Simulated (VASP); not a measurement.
# NiO (Fm-3m) in VASP: a series of runs, part 2 of 2

VASP 6.6.1. The steps go on from the part before.

### Step 3. Single point, PBE, collinear spin, ferromagnetic start (8.83 Å³/atom)

This run uses another cell than the first one, of 8.83 Å³/atom.

INCAR

```
ALGO = Normal ; EDIFF = 1E-6
ENCUT = 520 ; GGA = PE
ISIF = 2 ; ISMEAR = -1
ISPIN = 2 ; LASPH = T
LCHARG = T ; LELF = T
LMAXMIX = 4 ; LORBIT = 11
LREAL = F ; LVHAR = T
LWAVE = F ; MAGMOM = 2 0
NBANDS = 19 ; NELM = 150
PREC = Accurate ; SIGMA = 0.05
```

KPOINTS

```
k-points
0
Gamma
  19 19 19
```

POSCAR

```
NiO
1.0
    0.0000000000      2.0667153128      2.0667153128
    2.0667153128      0.0000000000      2.0667153128
    2.0667153128      2.0667153128      0.0000000000
Ni O
1 1
Direct
    0.0000000000      0.0000000000      0.0000000000
    0.5000000000      0.5000000000      0.5000000000
```

Potentials or basis: VASP PAW PBE potentials, release 64 (Ni, O).

On the command line:

```bash
cat potpaw_PBE.64/Ni/POTCAR potpaw_PBE.64/O/POTCAR > POTCAR
mpirun -np 1 vasp_std > vasp.out
```

OUTCAR:

```text
EDIFF = 1E-6
   ENCUT = 520
   GGA = PE
   ISIF = 2
   ISMEAR = -1
   ISPIN = 2
   LASPH = T
   LORBIT = 11
   LREAL = F
   NELM = 150
   PREC = Accurate

 ion  position               nearest neighbor table
   1  0.000  0.000  0.000-   2 2.07   2 2.07   2 2.07   2 2.07   2 2.07   2 2.07
   2  0.500  0.500  0.500-   1 2.07   1 2.07   1 2.07   1 2.07   1 2.07   1 2.07

  LATTYP: Found a face centered cubic cell.
 ALAT       =     4.1334306256

  Lattice vectors:

 A1 = (   0.0000000000,   2.0667153128,   2.0667153128)
 A2 = (   2.0667153128,   0.0000000000,   2.0667153128)
 A3 = (   2.0667153128,   2.0667153128,   0.0000000000)

Analysis of symmetry for initial positions (statically):
=====================================================================
 Subroutine PRICEL returns:
 Original cell was already a primitive cell.

 Routine SETGRP: Setting up the symmetry group for a
 face centered cubic supercell.

 Subroutine GETGRP returns: Found 48 space group operations
 (whereof 48 operations were pure point group operations)
 out of a pool of 48 trial point group operations.

The static configuration has the point symmetry O_h .

Analysis of symmetry for dynamics (positions and initial velocities):
=====================================================================
 Subroutine PRICEL returns:
 Original cell was already a primitive cell.

 Routine SETGRP: Setting up the symmetry group for a
 face centered cubic supercell.

 Subroutine GETGRP returns: Found 48 space group operations
 (whereof 48 operations were pure point group operations)
 out of a pool of 48 trial point group operations.

The dynamic configuration has the point symmetry O_h .

Analysis of structural, dynamic, and magnetic symmetry:
=====================================================================
 Subroutine PRICEL returns:
 Original cell was already a primitive cell.

 Routine SETGRP: Setting up the symmetry group for a
 face centered cubic supercell.

 Subroutine GETGRP returns: Found 48 space group operations
[... 146 lines left out ...]
  ---------------------------------------------------
  free energy    TOTEN  =       -11.44957092 eV

  energy without entropy =      -11.43908960  energy(sigma->0) =      -11.44433026

 E-fermi :   8.4072     XC(G=0): -12.8642

 val. band max:        8.3979546028   @ k =   0.4737   0.1053   0.0000
 cond. band min:       8.4080168314   @ k =  -0.2632   0.1053   0.0000
 fundamental gap:      0.0100622287
 Fermi energy:         8.4071947514

 spin component 1

 k-point     1 :       0.0000    0.0000    0.0000
  band No.  band energies     occupation
      1     -12.3294      1.00000
      2       5.2097      1.00000
      3       5.2097      1.00000
      4       5.2097      1.00000
      5       5.3171      1.00000
      6       5.3172      1.00000
[... 517 lines left out ...]
     18      39.5334      0.00000
     19      40.6151      0.00000

 [... further k-points ...]

 spin component 2

 k-point     1 :       0.0000    0.0000    0.0000
  band No.  band energies     occupation
      1     -11.9456      1.00000
      2       5.6566      1.00000
      3       5.6566      1.00000
      4       5.6566      1.00000
      5       6.4566      1.00000
      6       6.4567      1.00000
[... 517 lines left out ...]
     18      39.9718      0.00000
     19      41.1268      0.00000

 [... further k-points ...]

------------------------ aborting loop because EDIFF is reached ----------------------------------------

  FORCE on cell =-STRESS in cart. coord.  units (eV):
  Direction    XX          YY          ZZ          XY          YZ          ZX
  --------------------------------------------------------------------------------------
  -------------------------------------------------------------------------------------
  Total        1.1790023      1.1790023      1.1790023     -0.0000000      0.0000000      0.0000000
  in kB      106.9924791    106.9924791    106.9924791     -0.0000000      0.0000000      0.0000000
  external PRESSURE =     106.9924791 kB  Pullay stress =       0.0000000 kB

 VOLUME and BASIS-vectors are now :
 -----------------------------------------------------------------------------
  energy-cutoff  :      520.00
  volume of cell :       17.66
      direct lattice vectors                 reciprocal lattice vectors
     0.000000000  2.066715313  2.066715313    -0.241929789  0.241929789  0.241929789
     2.066715313  0.000000000  2.066715313     0.241929789 -0.241929789  0.241929789
     2.066715313  2.066715313  0.000000000     0.241929789  0.241929789 -0.241929789

 POSITION                                       TOTAL-FORCE (eV/Angst)
 -----------------------------------------------------------------------------------
      0.00000      0.00000      0.00000        -0.000000      0.000000     -0.000000
      2.06672      2.06672      2.06672         0.000000     -0.000000      0.000000
 -----------------------------------------------------------------------------------
    total drift:                                0.000000     -0.000000     -0.000000

  FREE ENERGIE OF THE ION-ELECTRON SYSTEM (eV)
  ---------------------------------------------------
  free  energy   TOTEN  =       -11.4495709157 eV

  energy  without entropy=      -11.4390895954  energy(sigma->0) =      -11.44433026

 total charge

# of ion       s       p       d       tot
------------------------------------------
    1        0.341   0.428   8.283   9.053
    2        1.558   3.433   0.000   4.991
--------------------------------------------------
tot          1.900   3.861   8.283  14.044

 magnetization (x)

# of ion       s       p       d       tot
------------------------------------------
    1        0.012   0.015   1.298   1.325
    2        0.028   0.206   0.000   0.234
--------------------------------------------------
tot          0.040   0.221   1.298   1.558
```

stdout:

```text
POSCAR found type information on POSCAR NiO
 POSCAR found :  2 types and       2 ions
 scaLAPACK will be used
 LDA part: xc-table for (Slater+PW92), standard interpolation
 POSCAR, INCAR and KPOINTS ok, starting setup
 FFT: planning ... GRIDC
 FFT: planning ... GRID_SOFT
 FFT: planning ... GRID
 WAVECAR not read
 entering main loop
```

Wall time 76 s (1 thread of AMD EPYC 9R45 (Zen 5), shared host); peak memory 0.21 GiB.

Results:

```yaml
Free_energy: -11.4496 eV
Pressure: 10.7 GPa
Net_moment: 1.60 μB per cell
Site_moments: Ni +1.32; O +0.23 μB
Valence_electrons_inside_the_program's_atomic_spheres: Ni 9.05; O 4.99
```

Levels at points of the mesh, in eV from the Fermi level:
Spin up:
| k point | band 5 | band 6 | band 7 | band 8 | band 9 | band 10 | band 11 | band 12 | band 13 | band 14 |
| --- | --- | --- | --- | --- | --- | --- | --- | --- | --- | --- |
| (0.00, 0.00, 0.00) | -3.09 | -3.09 | -2.70 | -2.70 | -2.70 | 1.66 | 17.90 | 19.13 | 19.13 | 19.13 |
Spin down:
```
           k point  band 5  band 6  band 7  band 8  band 9  band 10
(0.00, 0.00, 0.00)   -1.95   -1.95   -1.95   -0.77   -0.77     1.98
```

Caveat: the cell stands under pressure; a cell with one magnetic atom can't hold antiferromagnetic order, which such compounds often take; semilocal functionals often make such compounds metallic where correlation or magnetic order opens a gap, which also shifts bond lengths. With open d or f shells a metallic result of PBE can be an artefact of self-interaction; +U or a hybrid may open a gap.

### Step 4. Single point, PBE, collinear spin, ferromagnetic start (9.01 Å³/atom)

This run uses another cell than the first one, of 9.01 Å³/atom.

INCAR

```
ALGO = Normal ; EDIFF = 1E-6
ENCUT = 520 ; GGA = PE
ISIF = 2 ; ISMEAR = -1
ISPIN = 2 ; LASPH = True
LCHARG = False ; LMAXMIX = 4
LORBIT = 11 ; LREAL = False
LWAVE = False ; MAGMOM = 2 0
NBANDS = 19 ; NELM = 150
PREC = Accurate ; SIGMA = 0.05
```

KPOINTS is that of step 3.

POSCAR

```
NiO
1.0
    0.0000000000      2.0809689723      2.0809689723
    2.0809689723      0.0000000000      2.0809689723
    2.0809689723      2.0809689723      0.0000000000
Ni O
1 1
Direct
    0.0000000000      0.0000000000      0.0000000000
    0.5000000000      0.5000000000      0.5000000000
```

On the command line:

```bash
cat potpaw_PBE.64/Ni/POTCAR potpaw_PBE.64/O/POTCAR > POTCAR
mpirun -np 1 vasp_std > vasp.out
```

It took 65 s on 1 thread of AMD EPYC 9R45 (Zen 5), shared host; peak memory 0.21 GiB.

Results (log left out):

```
Free energy                                           : -11.4698 eV
Pressure                                              : 6.6 GPa
Net moment                                            : 1.66 μB per cell
Site moments                                          : Ni +1.37; O +0.25 μB
Valence electrons inside the program's atomic spheres : Ni 9.01; O 4.98
```

Levels at points of the mesh, in eV from the Fermi level:
Spin up:
```
           k point  band 7  band 8  band 9  band 10  band 11  band 12
(0.00, 0.00, 0.00)   -2.66   -2.66   -2.66     1.57    17.86    18.98
```
Spin down:
```csv
k point,band 3,band 4,band 5,band 6,band 7,band 8,band 9,band 10,band 11,band 12
"(0.00, 0.00, 0.00)",-2.61,-2.61,-1.89,-1.89,-1.88,-0.68,-0.68,1.90,17.80,19.19
```

Caveat: the cell stands under pressure; a cell with one magnetic atom can't hold antiferromagnetic order, which such compounds often take; semilocal functionals often make such compounds metallic where correlation or magnetic order opens a gap, which also shifts bond lengths. With open d or f shells a metallic result of PBE can be an artefact of self-interaction; +U or a hybrid may open a gap.

### Step 5. Single point, PBE, collinear spin, ferromagnetic start

This run uses another cell than the first one, of 9.20 Å³/atom.

INCAR

```
PREC = Accurate
ENCUT = 520
EDIFF = 1E-7
ISMEAR = -1
SIGMA = 0.05
LREAL = False
LASPH = True
NELM = 150
ALGO = Normal
ISIF = 2
LWAVE = False
LCHARG = False
ISPIN = 2
MAGMOM = 2 0
LORBIT = 11
LMAXMIX = 4
GGA = PE
NBANDS = 19
```

KPOINTS

```
regular mesh
0
Gamma
  19 19 19
```

POSCAR

```
NiO
1.0
    0.0000000000      2.0950300000      2.0950300000
    2.0950300000      0.0000000000      2.0950300000
    2.0950300000      2.0950300000      0.0000000000
Ni O
1 1
Direct
    0.0000000000      0.0000000000      0.0000000000
    0.5000000000      0.5000000000      0.5000000000
```

Potentials or basis: VASP PAW PBE potentials, release 64 (Ni, O).

On the command line:

```bash
cat potpaw_PBE.64/Ni/POTCAR potpaw_PBE.64/O/POTCAR > POTCAR
mpirun -np 1 vasp_std > vasp.out
```

OUTCAR:

```text
PREC = Accurate
   ENCUT = 520
   EDIFF = 1E-7
   ISMEAR = -1
   LREAL = False
   LASPH = True
   NELM = 150
   ISIF = 2
   ISPIN = 2
   LORBIT = 11
   GGA = PE

 ion  position               nearest neighbor table
   1  0.000  0.000  0.000-   2 2.10   2 2.10   2 2.10   2 2.10   2 2.10   2 2.10
   2  0.500  0.500  0.500-   1 2.10   1 2.10   1 2.10   1 2.10   1 2.10   1 2.10

  LATTYP: Found a face centered cubic cell.
 ALAT       =     4.1900600000

  Lattice vectors:

 A1 = (   0.0000000000,   2.0950300000,   2.0950300000)
 A2 = (   2.0950300000,   0.0000000000,   2.0950300000)
 A3 = (   2.0950300000,   2.0950300000,   0.0000000000)

Analysis of symmetry for initial positions (statically):
=====================================================================
 Subroutine PRICEL returns:
 Original cell was already a primitive cell.

 Routine SETGRP: Setting up the symmetry group for a
 face centered cubic supercell.

 Subroutine GETGRP returns: Found 48 space group operations
[... 725 lines left out ...]
      4       5.2860      1.00000
      5       5.9401      1.00000
      6       5.9403      1.00000
[... 517 lines left out ...]
     18      38.6265      0.00000
     19      39.7027      0.00000

 [... further k-points ...]

------------------------ aborting loop because EDIFF is reached ----------------------------------------

  FORCE on cell =-STRESS in cart. coord.  units (eV):
  Direction    XX          YY          ZZ          XY          YZ          ZX
  --------------------------------------------------------------------------------------
  -------------------------------------------------------------------------------------
  Total        0.3170375      0.3170375      0.3170375      0.0000000      0.0000000      0.0000000
  in kB       27.6197984     27.6197984     27.6197984      0.0000000      0.0000000      0.0000000
  external PRESSURE =      27.6197984 kB  Pullay stress =       0.0000000 kB

 VOLUME and BASIS-vectors are now :
 -----------------------------------------------------------------------------
  energy-cutoff  :      520.00
  volume of cell :       18.39
      direct lattice vectors                 reciprocal lattice vectors
     0.000000000  2.095030000  2.095030000    -0.238660067  0.238660067  0.238660067
     2.095030000  0.000000000  2.095030000     0.238660067 -0.238660067  0.238660067
     2.095030000  2.095030000  0.000000000     0.238660067  0.238660067 -0.238660067

 POSITION                                       TOTAL-FORCE (eV/Angst)
 -----------------------------------------------------------------------------------
      0.00000      0.00000      0.00000        -0.000000      0.000000      0.000000
      2.09503      2.09503      2.09503         0.000000     -0.000000     -0.000000
 -----------------------------------------------------------------------------------
    total drift:                                0.000000     -0.000000     -0.000000

  FREE ENERGIE OF THE ION-ELECTRON SYSTEM (eV)
  ---------------------------------------------------
  free  energy   TOTEN  =       -11.4809312838 eV

  energy  without entropy=      -11.4711463353  energy(sigma->0) =      -11.47603881

 total charge

# of ion       s       p       d       tot
------------------------------------------
    1        0.329   0.397   8.244   8.970
    2        1.557   3.416   0.000   4.973
--------------------------------------------------
tot          1.886   3.813   8.244  13.943

 magnetization (x)

# of ion       s       p       d       tot
------------------------------------------
    1        0.011   0.015   1.389   1.415
    2        0.027   0.231   0.000   0.258
--------------------------------------------------
tot          0.039   0.246   1.389   1.673
```

stdout:

```text
POSCAR found type information on POSCAR NiO
 POSCAR found :  2 types and       2 ions
 scaLAPACK will be used
 LDA part: xc-table for (Slater+PW92), standard interpolation
 POSCAR, INCAR and KPOINTS ok, starting setup
 FFT: planning ... GRIDC
 FFT: planning ... GRID_SOFT
 FFT: planning ... GRID
 WAVECAR not read
 entering main loop
```

Run time: 80 s. Hardware: 1 thread of AMD EPYC 9R45 (Zen 5), shared host; peak memory 0.21 GiB.

What came out:

```yaml
Free_energy: -11.4809 eV
Pressure: 2.8 GPa
Net_moment: 1.72 μB per cell
Site_moments: Ni +1.42; O +0.26 μB
Valence_electrons_inside_the_program's_atomic_spheres: Ni 8.97; O 4.97
```

Levels at points of the mesh, in eV from the Fermi level:
Spin up:
```
           k point  band 6  band 7  band 8  band 9  band 10  band 11  band 12  band 13
(0.00, 0.00, 0.00)   -2.97   -2.62   -2.62   -2.62     1.47    17.81    18.84    18.84
```
Spin down:
| k point | band 3 | band 4 | band 5 | band 6 | band 7 | band 8 | band 9 | band 10 | band 11 | band 12 |
| --- | --- | --- | --- | --- | --- | --- | --- | --- | --- | --- |
| (0.00, 0.00, 0.00) | -2.48 | -2.48 | -1.83 | -1.83 | -1.83 | -0.61 | -0.61 | 1.81 | 17.75 | 19.05 |

Caveat: a cell with one magnetic atom can't hold antiferromagnetic order, which such compounds often take; semilocal functionals often make such compounds metallic where correlation or magnetic order opens a gap, which also shifts bond lengths. With open d or f shells a metallic result of PBE can be an artefact of self-interaction; +U or a hybrid may open a gap.

### Step 6. Single point, PBE, collinear spin, ferromagnetic start (9.56 Å³/atom)

This run uses another cell than the first one, of 9.56 Å³/atom.

INCAR

```
SYSTEM = NiO
PREC     = Accurate       ! precision mode
ENCUT    = 520            ! plane-wave cutoff, eV
EDIFF    = 1E-6           ! SCF threshold, eV
ISMEAR   = -1             ! smearing method
SIGMA    = 0.05           ! smearing width, eV
LREAL    = .FALSE.        ! projectors in reciprocal space
LASPH    = .TRUE.         ! aspherical terms in the spheres
NELM     = 150            ! most SCF steps
ALGO     = Normal         ! electronic algorithm
ISIF     = 2              ! what is computed and relaxed
LWAVE    = .FALSE.        ! write WAVECAR
LCHARG   = .FALSE.        ! write CHGCAR
ISPIN    = 2              ! spin polarisation
MAGMOM   = 2 0            ! initial moments
LORBIT   = 11             ! projections on sites
LMAXMIX  = 4              ! l up to which the mixer works
GGA      = PE             ! functional
NBANDS   = 19             ! bands
```

KPOINTS

```
Automatic mesh
0
G
  19 19 19
  0 0 0
```

POSCAR

```
NiO
1.0
    0.0000000000      2.1225993458      2.1225993458
    2.1225993458      0.0000000000      2.1225993458
    2.1225993458      2.1225993458      0.0000000000
Ni O
1 1
Direct
    0.0000000000      0.0000000000      0.0000000000
    0.5000000000      0.5000000000      0.5000000000
```

Potentials or basis: VASP PAW PBE potentials, release 64 (Ni, O).

On the command line:

```bash
cat potpaw_PBE.64/Ni/POTCAR potpaw_PBE.64/O/POTCAR > POTCAR
mpirun -np 1 vasp_std > vasp.out
```

It took 79 s on 1 thread of AMD EPYC 9R45 (Zen 5), shared host; peak memory 0.21 GiB.

It converged, with:

```
Free energy                                           : -11.4792 eV
Pressure                                              : -3.8 GPa
Net moment                                            : 1.81 μB per cell
Site moments                                          : Ni +1.48; O +0.28 μB
Valence electrons inside the program's atomic spheres : Ni 8.90; O 4.96
```

Levels at points of the mesh, in eV from the Fermi level:
Spin up:
| k point | band 6 | band 7 | band 8 | band 9 | band 10 | band 11 | band 12 | band 13 |
| --- | --- | --- | --- | --- | --- | --- | --- | --- |
| (0.00, 0.00, 0.00) | -2.76 | -2.55 | -2.55 | -2.55 | 1.30 | 17.73 | 18.58 | 18.58 |
Spin down:
```tsv
k point	band 5	band 6	band 7	band 8	band 9	band 10
(0.00, 0.00, 0.00)	-1.72	-1.72	-1.71	-0.47	-0.47	1.66
```

Caveat: the cell stands under tension; a cell with one magnetic atom can't hold antiferromagnetic order, which such compounds often take; semilocal functionals often make such compounds metallic where correlation or magnetic order opens a gap, which also shifts bond lengths.

### Step 7. The runs side by side

| cell | gap on the mesh (eV) | pressure (GPa) | moment (μB) |
| --- | --- | --- | --- |
| a = 2.902 Å, angles 60.0°, 2 atoms | none | 15.3 | 1.53 |
| a = 2.923 Å, angles 60.0°, 2 atoms | none | 10.7 | 1.60 |
| a = 2.943 Å, angles 60.0°, 2 atoms | none | 6.6 | 1.66 |
| a = 2.963 Å, angles 60.0°, 2 atoms | none | 2.8 | 1.72 |
| a = 3.002 Å, angles 60.0°, 2 atoms | none | -3.8 | 1.81 |

Alike in all rows: task single point; level PBE; potentials or basis VASP PAW PBE potentials, release 64 (Ni, O); spin collinear, ferromagnetic start; k mesh 19 × 19 × 19; cutoff (eV) 520; smearing fermi-dirac 0.05 eV.

Caveats: a cell with one magnetic atom can't hold antiferromagnetic order, which such compounds often take; semilocal functionals often make such compounds metallic where correlation or magnetic order opens a gap, which also shifts bond lengths; the cell stands under pressure (at least some runs); the cell stands under tension (at least some runs).

Absolute energies hang on the potentials; compare differences alone.
